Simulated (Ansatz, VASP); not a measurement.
## One calculation of TaTiSi4, two programs

File INCAR:

```
SYSTEM = TaTiSi4
PREC = Accurate ; ENCUT = 500
EDIFF = 1E-6 ; ISMEAR = 0
SIGMA = 0.1 ; LREAL = .FALSE.
LASPH = .TRUE. ; NELM = 120
ALGO = Normal ; ISIF = 2
LWAVE = .FALSE. ; LCHARG = .TRUE.
GGA = PE ; LELF = .TRUE.
LVHAR = .TRUE. ; NBANDS = 28
GGA_COMPAT = .FALSE.
```

Contents of KPOINTS:

```
regular mesh
0
G
  4 4 4
  0 0 0
```

The input POSCAR:

```
TaTiSi4
1.0
    0.0000000000      4.2458723200      4.3938281400
    2.4606055700      0.0000000000      4.3938281400
    2.4606055700      4.2458723200      0.0000000000
Ti Ta Si
1 1 4
Direct
    0.7500000000      0.7500000000      0.7500000000
    0.5000000000      0.5000000000      0.5000000000
    0.0830000000      0.4170000000      0.0830000000
    0.4170000000      0.0830000000      0.4170000000
    0.1670000000      0.8330000000      0.1670000000
    0.8330000000      0.1670000000      0.8330000000
```

Input for Ansatz:

```yaml
crystal:
  lattice:
    - [0.0, 4.24587232, 4.39382814]
    - [2.46060557, 0.0, 4.39382814]
    - [2.46060557, 4.24587232, 0.0]
  atoms:
    - { symbol: Ti, position: [0.75, 0.75, 0.75] }
    - { symbol: Ta, position: [0.5, 0.5, 0.5] }
    - { symbol: Si, position: [0.083, 0.417, 0.083] }
    - { symbol: Si, position: [0.417, 0.083, 0.417] }
    - { symbol: Si, position: [0.167, 0.833, 0.167] }
    - { symbol: Si, position: [0.833, 0.167, 0.833] }
basis:
  ecutwfc: 420
kpoints:
  mp_grid: { grid: [4, 4, 4] }
hamiltonian:
  xc: pbe
scf:
  occupations: { method: gaussian, width: 0.1 }
  lower_state_search: "off"
output:
  forces: true
  stress: true
  eigenvalues: true
```

Alike in both runs: task single point; functional PBE; k mesh 4 × 4 × 4; occupations gaussian, width 0.1 eV; no spin polarisation.

```csv
,VASP,Ansatz
version,VASP 6.6.1,Ansatz 0.2.0
potentials or method,"VASP PAW PBE potentials, release 64 (Ti_sv, Ta_pv, Si), cutoff 500 eV","scalar-relativistic, plane waves, PAW"
valence electrons in the cell,39,41
```

|  | VASP | Ansatz | Ansatz less VASP |
| --- | --- | --- | --- |
| gap on the k mesh at the Fermi level (eV) | none | none | - |
| pressure (GPa) | -8.4 | -8.4 | -0.02 |
| traceless stress, the component that is largest in VASP (GPa) | -0.18 | -0.17 | +0.009 |
| rms of the force components (eV/Å) | 0.256 | 0.255 | -0.0010 |

Atom by atom the forces differ by 0.001 eV/Å (rms over components). A gap of «none» marks a metal or a gap that the smearing closes. VASP's potentials hold 39 valence electrons a cell and Ansatz's 41, so a difference there can come from the potentials and not from the codes.

The k mesh is coarse, so the values compare programs but aren't converged. Spin-orbit coupling is off throughout.
